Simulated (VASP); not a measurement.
Input of a VASP 6.6.1 run:

File INCAR:

```
  ALGO = Normal
  EDIFF = 1E-8
  ENCUT = 520
  GGA = CA
  ISIF = 2
  ISMEAR = -1
  LASPH = T
  LCHARG = F
  LEFG = T
  LREAL = F
  LWAVE = F
  NBANDS = 26
  NELM = 100
  PREC = Accurate
  SIGMA = 0.02
```

Contents of KPOINTS:

```
k-points
0
Gamma
  5 5 6
```

The input POSCAR:

```
CuI
1.0
    3.7822938498     -3.7599220542      0.0000000000
    3.7822938498      3.7599220542      0.0000000000
    0.0000000000      0.0000000000      4.3636751916
Cu I
2 2
Direct
    0.4204388300      0.5795611700      0.7500000000
    0.5795611700      0.4204388300      0.2500000000
    0.7700426800      0.2299573200      0.7500000000
    0.2299573200      0.7700426800      0.2500000000
```

Potentials or basis: VASP PAW LDA potentials, release 64 (Cu, I).

Command:

```bash
$ cat potpaw_LDA.64/Cu/POTCAR potpaw_LDA.64/I/POTCAR > POTCAR
$ mpirun -np 1 vasp_std > vasp.out
```

Estimate the largest force.

0.662 eV/Å.

What does it give for the pressure?

-4.1 GPa.

Stress tensor (GPa, compression positive):
```
-1.31  0.00  0.00
 0.00 -5.12  0.00
 0.00  0.00 -5.97
```

Caveat: without QUAD_EFG the Cq values of the log hold for a quadrupole moment of 1 mb, not for the nuclei.
